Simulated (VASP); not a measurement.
# Ni (P6_3/mmc) in VASP: relaxation of cell and atoms with PBEsol

Aim: the relaxation of cell and atoms of Ni with PBEsol.

Program: VASP 6.6.1. These are calculated values, not measurements. Logs are shortened: lines on timing, memory, paths and dates and some standing lists are left out, and cuts for length are marked.

### Step 1. The cell of the first run

The structure is hexagonal, space group P6_3/mmc (No. 194). The conventional cell has a = 2.457 Å, b = 2.457 Å, c = 4.028 Å, α = 90.00°, β = 90.00°, γ = 120.00°. Ni (site symmetry -6m2) has 12 Ni at 2.46 Å within 3.2 Å.

This isn't the form of Ni at room conditions, which is fcc.

### Step 2. Relaxation of cell and atoms, PBEsol, collinear spin, ferromagnetic start, target pressure -2.2 GPa, at which the enthalpy is minimised

INCAR reads:

```
ALGO = Normal
EDIFF = 1E-6
EDIFFG = -0.005
ENCUT = 600
GGA = PS
IBRION = 2
ISIF = 3
ISMEAR = -1
ISPIN = 2
LASPH = True
LCHARG = False
LMAXMIX = 4
LORBIT = 11
LREAL = False
LWAVE = False
MAGMOM = 1 1
NELM = 150
NSW = 32
PREC = Accurate
PSTRESS = -22.0
SIGMA = 0.1
```

KPOINTS reads:

```
k-points
0
Gamma
  18 18 10
```

POSCAR reads:

```
Ni
1.0
    2.4573125928      0.0000000000      0.0000000000
   -1.2286562964      2.1280951304      0.0000000000
    0.0000000000      0.0000000000      4.0282929766
Ni
2
Direct
    0.3333333333      0.6666666667      0.2500000000
    0.6666666667      0.3333333333      0.7500000000
```

Potentials or basis: VASP PAW PBE potentials, release 64 (Ni).

Started as:

```console
cat potpaw_PBE.64/Ni/POTCAR > POTCAR
mpirun -np 1 vasp_std > vasp.out
```

OUTCAR:

```text
EDIFF = 1E-6
   EDIFFG = -0.005
   ENCUT = 600
   GGA = PS
   IBRION = 2
   ISIF = 3
   ISMEAR = -1
   ISPIN = 2
   LASPH = True
   LORBIT = 11
   LREAL = False
   NELM = 150
   NSW = 32
   PREC = Accurate
   PSTRESS = -22.0

 ion  position               nearest neighbor table
   1  0.333  0.667  0.250-   2 2.46   2 2.46   2 2.46   2 2.46   2 2.46   2 2.46
   2  0.667  0.333  0.750-   1 2.46   1 2.46   1 2.46   1 2.46   1 2.46   1 2.46

  LATTYP: Found a hexagonal cell.
 ALAT       =     2.4573125928
 C/A-ratio  =     1.6393083193

  Lattice vectors:

 A1 = (   2.4573125928,   0.0000000000,   0.0000000000)
 A2 = (  -1.2286562964,   2.1280951304,   0.0000000000)
 A3 = (   0.0000000000,   0.0000000000,   4.0282929766)

Analysis of symmetry for initial positions (statically):
=====================================================================
 Subroutine PRICEL returns:
 Original cell was already a primitive cell.

 Routine SETGRP: Setting up the symmetry group for a
 hexagonal supercell.

 Subroutine GETGRP returns: Found 24 space group operations
 (whereof 12 operations were pure point group operations)
 out of a pool of 24 trial point group operations.

The static configuration has the point symmetry D_3d.
 The point group associated with its full space group is D_6h.

Analysis of symmetry for dynamics (positions and initial velocities):
=====================================================================
 Subroutine PRICEL returns:
 Original cell was already a primitive cell.

 Routine SETGRP: Setting up the symmetry group for a
 hexagonal supercell.

 Subroutine GETGRP returns: Found 24 space group operations
 (whereof 12 operations were pure point group operations)
 out of a pool of 24 trial point group operations.

The dynamic configuration has the point symmetry D_3d.
 The point group associated with its full space group is D_6h.

Analysis of structural, dynamic, and magnetic symmetry:
=====================================================================
 Subroutine PRICEL returns:
 Original cell was already a primitive cell.

 Routine SETGRP: Setting up the symmetry group for a
 hexagonal supercell.

 Subroutine GETGRP returns: Found 24 space group operations
 (whereof 12 operations were pure point group operations)
 out of a pool of 24 trial point group operations.

The overall configuration has the point symmetry D_3d.
 The point group associated with its full space group is D_6h.

 Subroutine INISYM returns: Found 24 space group operations
 (whereof 12 operations are pure point group operations),
 and found     1 'primitive' translations

----------------------------------------------------------------------------------------

                                     Primitive cell

  volume of cell :      21.0655

  direct lattice vectors                    reciprocal lattice vectors
     2.457312593  0.000000000  0.000000000     0.406948633  0.234951903  0.000000000
    -1.228656296  2.128095130  0.000000000     0.000000000  0.469903805  0.000000000
     0.000000000  0.000000000  4.028292977     0.000000000  0.000000000  0.248244109

  length of vectors
     2.457312593  2.457312593  4.028292977     0.469903805  0.469903805  0.248244109

  position of ions in fractional coordinates (direct lattice)
     0.333333333  0.666666667  0.250000000
     0.666666667  0.333333333  0.750000000

  ion indices of the primitive-cell ions
   primitive index   ion index
                 1           1
                 2           2

----------------------------------------------------------------------------------------

 KPOINTS: k-points

Automatic generation of k-mesh.
 Grid dimensions read from file:
 generate k-points for:   18   18   10

 Generating k-lattice:

  Cartesian coordinates                     Fractional coordinates (reciprocal lattice)
     0.022608257  0.013052883  0.000000000     0.055555556  0.000000000  0.000000000
     0.000000000  0.026105767  0.000000000     0.000000000  0.055555556  0.000000000
     0.000000000  0.000000000  0.024824411     0.000000000  0.000000000  0.100000000

  Length of vectors
     0.026105767  0.026105767  0.024824411

  Shift w.r.t. Gamma in fractional coordinates (k-lattice)
     0.000000000  0.000000000  0.000000000

 Subroutine IBZKPT returns following result:
 ===========================================

 Found    222 irreducible k-points:

 Following reciprocal coordinates:
            Coordinates               Weight
  0.000000  0.000000  0.000000      1.000000
  0.055556 -0.000000  0.000000      6.000000
  0.111111 -0.000000  0.000000      6.000000
  0.166667 -0.000000  0.000000      6.000000
  0.222222 -0.000000  0.000000      6.000000
  0.277778 -0.000000  0.000000      6.000000
[... 16 lines left out ...]
  0.333333  0.111111  0.000000     12.000000
  0.388889  0.111111  0.000000     12.000000
 [... further k-points ...]
   k-points           NKPTS =    222   k-points in BZ     NKDIM =    222   number of bands    NBANDS=     15
   number of dos      NEDOS =    301   number of ions     NIONS =      2
   total plane-waves  NPLWV =  12800
   dimension x,y,z NGX =    20 NGY =   20 NGZ =   32
   dimension x,y,z NGXF=    40 NGYF=   40 NGZF=   64
   ions per type =               2
   NGX,Y,Z   is equivalent  to a cutoff of  13.53, 13.53, 13.21 a.u.
   NGXF,Y,Z  is equivalent  to a cutoff of  27.06, 27.06, 26.41 a.u.
 SYSTEM =  unknown system
   PREC   = accura    normal or accurate (medium, high low for compatibility)
   ISTART =      0    job   : 0-new  1-cont  2-samecut
   ICHARG =      2    charge: 1-file 2-atom 10-const
   ISPIN  =      2    spin polarized calculation?
   LNONCOLLINEAR =      F non collinear calculations
   LSORBIT =      F    spin-orbit coupling
   LASPH  =      T    aspherical Exc in radial PAW
   ENCUT  =  600.0 eV  44.10 Ry    6.64 a.u.   4.91  4.91  8.05*2*pi/ulx,y,z
   NELM   =    150;   NELMIN=  2; NELMDL= -5     # of ELM steps
   EDIFF  = 0.1E-05   stopping-criterion for ELM
   LREAL  =      F    real-space projection
   EDIFFG = -.5E-02   stopping-criterion for IOM
   NSW    =     32    number of steps for IOM
   IBRION =      2    ionic relax: 0-MD 1-quasi-New 2-CG
   NFREE  =      1    steps in history (QN), initial steepest desc. (CG)
   ISIF   =      3    stress and relaxation
   ISYM   =      2    0-nonsym 1-usesym 2-fastsym
   POTIM  = 0.5000    time-step for ionic-motion
   TEBEG  =    0.0;   TEEND  =   0.0 temperature during run
   PSTRESS=  -22.0 pullay stress
   NELECT =      20.0000    total number of electrons
   NUPDOWN=      -1.0000    fix difference up-down
   EMIN   =  10.00;   EMAX   =-10.00  energy-range for DOS
   EFERMI =   0.00;   METHOD = LEGACY
   ISMEAR =    -1;   SIGMA  =   0.10  broadening in eV -4-tet -1-fermi 0-gaus
   EFERMI_NEDOS =   21; number of points for ismear=-14 and -15
   IALGO  =     38    algorithm
   IMIX   =      4    mixing-type and parameters
     AMIX     =   0.40;   BMIX     =  1.00
     AMIX_MAG =   1.60;   BMIX_MAG =  1.00
  volume/ion in A,a.u.               =      10.53        71.08
  Fermi-wavevector in a.u.,A,eV,Ry     =   1.609017  3.040601 35.224614  2.588936
  Thomas-Fermi vector in A             =   2.704794
   LORBIT       =     11    0 simple, 1 ext, 2 COOP (PROOUT), +10 PAW based schemes
   GGA     = PS    functional components
   LHFCALC =     F    Hartree Fock is set to
   AEXX    =    0.0000 exact exchange contribution
   IVDW    =     0    specifies the selected vdW correction
   LEPSILON=     F    determine dielectric tensor
   LRPA    =     F    only Hartree local field effects (RPA)
 conjugate gradient relaxation of ions
 spin polarized calculation
  energy-cutoff  :      600.00
  volume of cell :       21.07
 maximum number of plane-waves:       726
 NGX is ok and might be reduce to    20
   NGX =  9   NGY =  9   NGZ = 17

--------------------------------------- Ionic step        1  -------------------------------------------

 number of electron      19.9999991 magnetization       1.2085462

 Free energy of the ion-electron system (eV)
  ---------------------------------------------------
  ext. energy  EPLUGINS =         0.00000000
  ---------------------------------------------------
  free energy    TOTEN  =       -12.28120521 eV

  energy without entropy =      -12.15968805  energy(sigma->0) =      -12.22044663

------------------------ aborting loop because EDIFF is reached ----------------------------------------

  FORCE on cell =-STRESS in cart. coord.  units (eV):
  Direction    XX          YY          ZZ          XY          YZ          ZX
  --------------------------------------------------------------------------------------
  -------------------------------------------------------------------------------------
  Total       -0.3120054     -0.3120054     -0.3131505      0.0000000      0.0000000      0.0000000
  in kB      -23.7301330    -23.7301330    -23.8172305      0.0000000      0.0000000      0.0000000
  external PRESSURE =      -1.7591655 kB  Pullay stress =     -22.0000000 kB
[... 61 lines left out ...]
  enthalpy is  TOTEN    =       -12.5704498028 eV   P V=       -0.2887736004

--------------------------------------- Ionic step        3  -------------------------------------------

 number of electron      19.9999990 magnetization       1.2085032

 Free energy of the ion-electron system (eV)
  ---------------------------------------------------
  ext. energy  EPLUGINS =         0.00000000
  ---------------------------------------------------
  free energy    TOTEN  =       -12.28137400 eV

  energy without entropy =      -12.15991768  energy(sigma->0) =      -12.22064584

 E-fermi :   9.6786     XC(G=0): -13.6306

 val. band max:        9.6773402060   @ k =   0.3889   0.1667   0.4000
 cond. band min:       9.6806282631   @ k =   0.3889  -0.0000   0.4000
 fundamental gap:      0.0032880570
 Fermi energy:         9.6786096906

 spin component 1

 k-point     1 :       0.0000    0.0000    0.0000
  band No.  band energies     occupation
      1       0.3675      1.00000
      2       4.6500      1.00000
      3       7.1832      1.00000
      4       7.2828      1.00000
      5       7.2828      1.00000
      6       7.5660      1.00000
      7       7.5660      1.00000
      8       7.9851      1.00000
      9       7.9851      1.00000
     10       8.9792      0.99908
     11       8.9792      0.99908
     12       9.2166      0.99024
     13      15.5112      0.00000
     14      32.5444      0.00000
     15      34.6509      0.00000
[... 399 lines left out ...]
      1       5.0747      1.00000
      2       5.3956      1.00000
      3       5.5477      1.00000
      4       6.7999      1.00000
      5       7.1256      1.00000
      6       7.3222      1.00000
      7       7.5942      1.00000
      8       8.9259      0.99946
      9       9.1005      0.99693
     10       9.1018      0.99688
     11      10.6780      0.00005
     12      14.0972      0.00000
     13      18.8375      0.00000
     14      19.5501      0.00000
     15      22.2260      0.00000

 [... further k-points ...]

 spin component 2

 k-point     1 :       0.0000    0.0000    0.0000
  band No.  band energies     occupation
      1       0.3619      1.00000
      2       5.0253      1.00000
      3       7.8325      1.00000
      4       7.9134      1.00000
      5       7.9134      1.00000
      6       8.2146      1.00000
      7       8.2146      1.00000
      8       8.6411      0.99997
      9       8.6411      0.99997
     10       9.1924      0.99232
     11       9.6757      0.50724
     12       9.6757      0.50724
     13      15.8992      0.00000
     14      32.4516      0.00000
     15      34.7570      0.00000
[... 443 lines left out ...]
  FREE ENERGIE OF THE ION-ELECTRON SYSTEM (eV)
  ---------------------------------------------------
  free  energy   TOTEN  =       -12.2813740042 eV

  energy  without entropy=      -12.1599176832  energy(sigma->0) =      -12.22064584

  enthalpy is  TOTEN    =       -12.5704665826 eV   P V=       -0.2890925784

 reached required accuracy - stopping structural energy minimisation

 total charge

# of ion       s       p       d       tot
------------------------------------------
    1        0.513   0.532   8.330   9.375
    2        0.513   0.532   8.330   9.375
--------------------------------------------------
tot          1.027   1.064  16.660  18.750

 magnetization (x)

# of ion       s       p       d       tot
------------------------------------------
    1       -0.005  -0.023   0.639   0.611
    2       -0.005  -0.023   0.639   0.611
--------------------------------------------------
tot         -0.010  -0.046   1.277   1.221
```

It took 1.9 min on 1 thread of Intel Xeon 6975P-C (Granite Rapids), shared host; peak memory 0.24 GiB.

Results:

| Property | Result |
| --- | --- |
| Free energy | -12.2814 eV |
| Relaxed volume | 10.53 Å³/atom |
| Relaxed cell | a = 2.457 Å, b = 2.457 Å, c = 4.028 Å, α = 90.00°, β = 90.00°, γ = 120.00° |
| Space group after relaxing (to 0.1 Å) | P6_3/mmc (No. 194) |
| Energy change on relaxing (the run minimises the enthalpy) | -0.1 meV/atom |
| Ionic steps | 3 |
| Pressure after relaxing | -2.2 GPa |
| Net moment | 1.21 μB per cell |
| Site moments | Ni +0.61 μB |
| Valence electrons inside the program's atomic spheres | Ni 9.38 |

Step by step:
| step | energy change (eV) | largest force (eV/Å) | pressure (GPa) | volume (Å³) |
| --- | --- | --- | --- | --- |
| 1 | 0.0000 | 0.0000 | -2.38 | 21.07 |
| 2 | -0.0005 | 0.0000 | -1.96 | 21.03 |
| 3 | -0.0002 | 0.0000 | -2.20 | 21.05 |

Final structure:
```xyz
2
Lattice="2.4569 0.0000 0.0000 -1.2284 2.1277 0.0000 0.0000 0.0000 4.0275" Properties=species:S:1:pos:R:3 pbc="T T T"
Ni    0.0000    1.4185    1.0069
Ni    1.2284    0.7092    3.0206
```

Levels at points of the mesh, in eV from the Fermi level:
Spin up:
| k point | band 9 | band 10 | band 11 | band 12 | band 13 | band 14 |
| --- | --- | --- | --- | --- | --- | --- |
| (0.00, 0.00, 0.00) | -1.69 | -0.70 | -0.70 | -0.46 | 5.83 | 22.87 |
| (0.50, 0.00, 0.00) | -0.51 | -0.45 | 1.20 | 3.14 | 9.48 | 10.07 |
| (0.00, 0.00, 0.50) | -1.00 | -1.00 | -1.00 | -1.00 | 14.61 | 14.61 |
| (0.50, 0.00, 0.50) | -0.50 | -0.50 | 1.42 | 1.42 | 7.00 | 7.00 |
Spin down:
```
           k point  band 5  band 6  band 7  band 8  band 9  band 10  band 11  band 12  band 13  band 14
(0.00, 0.00, 0.00)   -1.77   -1.46   -1.46   -1.04   -1.04    -0.49     0.00     0.00     6.22    22.77
(0.50, 0.00, 0.00)   -1.86   -1.81   -1.46    0.14    0.20     0.28     1.66     3.50     9.62    10.19
(0.00, 0.00, 0.50)   -1.81   -1.81   -1.81   -1.81   -0.31    -0.31    -0.31    -0.31    14.76    14.76
(0.50, 0.00, 0.50)   -0.95   -0.95   -0.44   -0.44    0.23     0.23     1.60     1.60     7.33     7.33
```

Caveat: the cell is relaxed towards a set pressure, so the run minimises the enthalpy, not the energy; the PAW data sets were made with another functional, which shifts forces and pressure a little.
